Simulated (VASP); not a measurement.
# Bi2Se3 (R-3m) in VASP: notebook, part 2 of 2

VASP 6.6.1. Earlier steps stand in the parts before.

## 3. Single point, PBE

This run uses another cell than the first one, of 28.99 Å³/atom.

Contents of INCAR:

```
ALGO = Normal
EDIFF = 1E-6
ENCUT = 520
GGA = PE
ISIF = 2
ISMEAR = -1
LASPH = T
LCHARG = F
LREAL = F
LWAVE = F
NBANDS = 32
NELM = 100
PREC = Accurate
SIGMA = 0.02
```

Contents of KPOINTS:

```
k-points
0
Gamma
  8 8 8
```

Contents of POSCAR:

```
Bi2Se3
1.0
    2.0711835691      1.1957983911      9.7543162669
   -2.0711835691      1.1957983911      9.7543162669
    0.0000000000     -2.3915967823      9.7543162669
Bi Se
2 3
Direct
    0.3993442179      0.3993442179      0.3993442179
    0.6006557821      0.6006557821      0.6006557821
    0.2141197032      0.2141197032      0.2141197032
    0.7858802968      0.7858802968      0.7858802968
    0.0000000000      0.0000000000      0.0000000000
```

Potentials or basis: VASP PAW PBE potentials, release 64 (Bi_d, Se).

The run is started by

```console
$ cat potpaw_PBE.64/Bi_d/POTCAR potpaw_PBE.64/Se/POTCAR > POTCAR
$ mpirun -np 1 vasp_std > vasp.out
```

OUTCAR:

```text
EDIFF = 1E-6
   ENCUT = 520
   GGA = PE
   ISIF = 2
   ISMEAR = -1
   LASPH = T
   LREAL = F
   NELM = 100
   PREC = Accurate

 ion  position               nearest neighbor table
   1  0.399  0.399  0.399-   4 2.85   4 2.85   4 2.85   5 3.07   5 3.07   5 3.07
   2  0.601  0.601  0.601-   3 2.85   3 2.85   3 2.85   5 3.07   5 3.07   5 3.07
   3  0.214  0.214  0.214-   2 2.85   2 2.85   2 2.85
   4  0.786  0.786  0.786-   1 2.85   1 2.85   1 2.85
   5  0.000  0.000  0.000-   2 3.07   1 3.07   2 3.07   2 3.07   1 3.07   1 3.07

  LATTYP: Found a trigonal (rhomboedric) cell.
 ALAT       =    10.0432276188
 COS(alpha) =     0.9149409420

  Lattice vectors:

 A1 = (   2.0711835691,   1.1957983911,   9.7543162669)
 A2 = (  -2.0711835691,   1.1957983911,   9.7543162669)
 A3 = (   0.0000000000,  -2.3915967823,   9.7543162669)

Analysis of symmetry for initial positions (statically):
=====================================================================
 Subroutine PRICEL returns:
 Original cell was already a primitive cell.

[... 176 lines left out ...]

 val. band max:        4.6319746906   @ k =   0.0000   0.0000   0.0000
 cond. band min:       4.9741257262   @ k =   0.0000   0.0000   0.0000
 fundamental gap:      0.3421510356
 Fermi energy:         4.8028786870

 k-point     1 :       0.0000    0.0000    0.0000
  band No.  band energies     occupation
      1     -18.3932      2.00000
      2     -18.3932      2.00000
      3     -18.3915      2.00000
      4     -18.3915      2.00000
      5     -18.3854      2.00000
      6     -18.3829      2.00000
[... 829 lines left out ...]
     31       9.4265      0.00000
     32      11.1027      0.00000

 [... further k-points ...]

------------------------ aborting loop because EDIFF is reached ----------------------------------------

  FORCE on cell =-STRESS in cart. coord.  units (eV):
  Direction    XX          YY          ZZ          XY          YZ          ZX
  --------------------------------------------------------------------------------------
  -------------------------------------------------------------------------------------
  Total        1.9872610      1.9872610      1.8630763     -0.0000000     -0.0000000     -0.0000000
  in kB       21.9654880     21.9654880     20.5928566     -0.0000000     -0.0000000     -0.0000000
  external PRESSURE =      21.5079442 kB  Pullay stress =       0.0000000 kB

 VOLUME and BASIS-vectors are now :
 -----------------------------------------------------------------------------
  energy-cutoff  :      520.00
  volume of cell :      144.95
      direct lattice vectors                 reciprocal lattice vectors
     2.071183569  1.195798391  9.754316267     0.241407863  0.139376895  0.034172906
    -2.071183569  1.195798391  9.754316267    -0.241407863  0.139376895  0.034172906
     0.000000000 -2.391596782  9.754316267     0.000000000 -0.278753790  0.034172906

 POSITION                                       TOTAL-FORCE (eV/Angst)
 -----------------------------------------------------------------------------------
      0.00000     -0.00000     11.68599         0.000000      0.000000     -0.097390
      0.00000     -0.00000     17.57696         0.000000     -0.000000      0.097390
      0.00000     -0.00000      6.26577         0.000000      0.000000     -0.180982
      0.00000     -0.00000     22.99717         0.000000     -0.000000      0.180982
      0.00000      0.00000      0.00000         0.000000     -0.000000     -0.000000
 -----------------------------------------------------------------------------------
    total drift:                               -0.000000     -0.000000     -0.000000

  FREE ENERGIE OF THE ION-ELECTRON SYSTEM (eV)
  ---------------------------------------------------
  free  energy   TOTEN  =       -20.1859076605 eV

  energy  without entropy=      -20.1859073516  energy(sigma->0) =      -20.18590751
```

OSZICAR:

```text
N       E                     dE             d eps       ncg     rms          rms(c)
DAV:   1     0.465406443708E+03    0.46541E+03   -0.22916E+04  4160   0.155E+03
DAV:   2     0.333588367100E+02   -0.43205E+03   -0.41410E+03  4264   0.406E+02
DAV:   3    -0.187880082835E+02   -0.52147E+02   -0.49636E+02  5528   0.149E+02
DAV:   4    -0.209196479848E+02   -0.21316E+01   -0.21221E+01  4760   0.318E+01
DAV:   5    -0.209960134759E+02   -0.76365E-01   -0.76359E-01  5936   0.619E+00    0.514E+00
DAV:   6    -0.201705935447E+02    0.82542E+00   -0.11018E+00  5784   0.746E+00    0.317E+00
DAV:   7    -0.201775127644E+02   -0.69192E-02   -0.37246E-01  4600   0.253E+00    0.169E+00
DAV:   8    -0.201847418384E+02   -0.72291E-02   -0.45291E-02  4976   0.114E+00    0.567E-01
DAV:   9    -0.201856272522E+02   -0.88541E-03   -0.18938E-03  5480   0.436E-01    0.133E-01
DAV:  10    -0.201858199482E+02   -0.19270E-03   -0.11456E-03  4768   0.170E-01    0.556E-02
DAV:  11    -0.201858715337E+02   -0.51585E-04   -0.12711E-04  4808   0.738E-02    0.327E-02
DAV:  12    -0.201859061202E+02   -0.34587E-04   -0.55585E-05  4432   0.351E-02    0.672E-03
DAV:  13    -0.201859076127E+02   -0.14925E-05   -0.30860E-06  4640   0.149E-02    0.394E-03
DAV:  14    -0.201859076605E+02   -0.47719E-07   -0.76620E-07  3000   0.589E-03
   1 F= -.20185908E+02 E0= -.20185908E+02  d E =-.308884E-06
```

stdout:

```text
POSCAR found type information on POSCAR BiSe
 POSCAR found :  2 types and       5 ions
 scaLAPACK will be used
 LDA part: xc-table for (Slater+PW92), standard interpolation
 POSCAR, INCAR and KPOINTS ok, starting setup
 FFT: planning ... GRIDC
 FFT: planning ... GRID_SOFT
 FFT: planning ... GRID
 WAVECAR not read
 entering main loop
```

Run time: 14 min. Hardware: 1 thread of Intel Xeon 6975P-C (Granite Rapids), shared host; peak memory 1 GiB.

What came out:

```
Free energy            : -20.1859 eV
Pressure               : 2.2 GPa
Largest force          : 0.181 eV/Å
Band gap on the k mesh : 0.34 eV
```

Forces in eV/Å, atoms in the order of the input:
```
Bi   0.000  0.000 -0.097
Bi   0.000  0.000  0.097
Se   0.000  0.000 -0.181
Se   0.000  0.000  0.181
Se   0.000  0.000  0.000
```

Stress tensor (GPa, compression positive):
```
2.20 0.00 0.00
0.00 2.20 0.00
0.00 0.00 2.06
```

Caveat: spin-orbit coupling is left out, which moves the levels of the heavy elements. A k mesh can miss the band edges.

## 4. Single point, PBE (epitaxial xy strain +5.0%)

Contents of INCAR:

```
SYSTEM = Bi2Se3
  PREC = Accurate
  ENCUT = 520
  EDIFF = 1E-7
  ISMEAR = -1
  SIGMA = 0.02
  LREAL = .FALSE.
  LASPH = .TRUE.
  NELM = 100
  ALGO = Normal
  ISIF = 2
  LWAVE = .FALSE.
  LCHARG = .TRUE.
  GGA = PE
  LELF = .TRUE.
  LVHAR = .TRUE.
  NBANDS = 32
```

Contents of KPOINTS:

```
Automatic mesh
0
G
  8 8 8
  0 0 0
```

Contents of POSCAR:

```
Bi2Se3
1.0
    2.1747427475      1.2555883107      9.1893298377
   -2.1747427475      1.2555883107      9.1893298377
    0.0000000000     -2.5111766214      9.1893298377
Bi Se
2 3
Direct
    0.4003711628      0.4003711628      0.4003711628
    0.5996288372      0.5996288372      0.5996288372
    0.2136627272      0.2136627272      0.2136627272
    0.7863372728      0.7863372728      0.7863372728
    0.0000000000      0.0000000000      0.0000000000
```

The run is started by

```console
$ cat potpaw_PBE.64/Bi_d/POTCAR potpaw_PBE.64/Se/POTCAR > POTCAR
$ mpirun -np 1 vasp_std > vasp.out
```

Wall time 11 min (1 thread of Intel Xeon 6975P-C (Granite Rapids), shared host); peak memory 0.83 GiB.

It converged, with:

| Quantity | Value |
| --- | --- |
| Free energy | -20.1022 eV |
| Pressure | -0.5 GPa |
| Largest force | 0.149 eV/Å |
| Band gap on the k mesh | 0.01 eV |

Forces in eV/Å, atoms in the order of the input:
```
Bi   0.000  0.000 -0.074
Bi   0.000  0.000  0.074
Se   0.000  0.000 -0.149
Se   0.000  0.000  0.149
Se   0.000  0.000  0.000
```

Stress tensor (GPa, compression positive):
```
-1.58  0.00  0.00
 0.00 -1.58  0.00
 0.00  0.00  1.72
```

Levels at points of the mesh, in eV from the valence-band top:
```tsv
k point	band 22	band 23	band 24	band 25	band 26	band 27
(0.00, 0.00, 0.00)	-1.19	-1.19	0.00	0.01	1.29	1.29
(0.50, 0.00, 0.00)	-1.49	-1.00	-0.36	0.96	2.20	3.07
(0.50, 0.50, 0.00)	-1.50	-1.41	-0.42	1.57	2.53	2.83
(0.50, 0.50, 0.50)	-1.37	-1.37	-0.23	0.36	1.63	1.63
```

Caveat: the cell differs from its parent crystal (epitaxial xy strain +5.0%); spin-orbit coupling is left out, which moves the levels of the heavy elements.

## 5. Overview

| cell | gap on the mesh (eV) | pressure (GPa) | largest force (eV/Å) |
| --- | --- | --- | --- |
| a = 10.523 Å, angles 21.6°, 5 atoms, atomic positions A | 0.66 | 5.7 | 0.22 |
| a = 10.043 Å, angles 23.8°, 5 atoms, atomic positions B | 0.34 | 2.2 | 0.18 |
| a = 9.526 Å, angles 26.4°, 5 atoms, atomic positions C | 0.01 | -0.5 | 0.15 |

Alike in all rows: task single point; level PBE; potentials or basis VASP PAW PBE potentials, release 64 (Bi_d, Se); no spin polarisation; k mesh 8 × 8 × 8; cutoff (eV) 520; smearing fermi-dirac 0.02 eV.

Caveats: spin-orbit coupling is left out, which moves the levels of the heavy elements; the cell stands under pressure (at least some runs).

Total energies depend on the potentials used, so only differences within one code and one set of settings carry meaning.
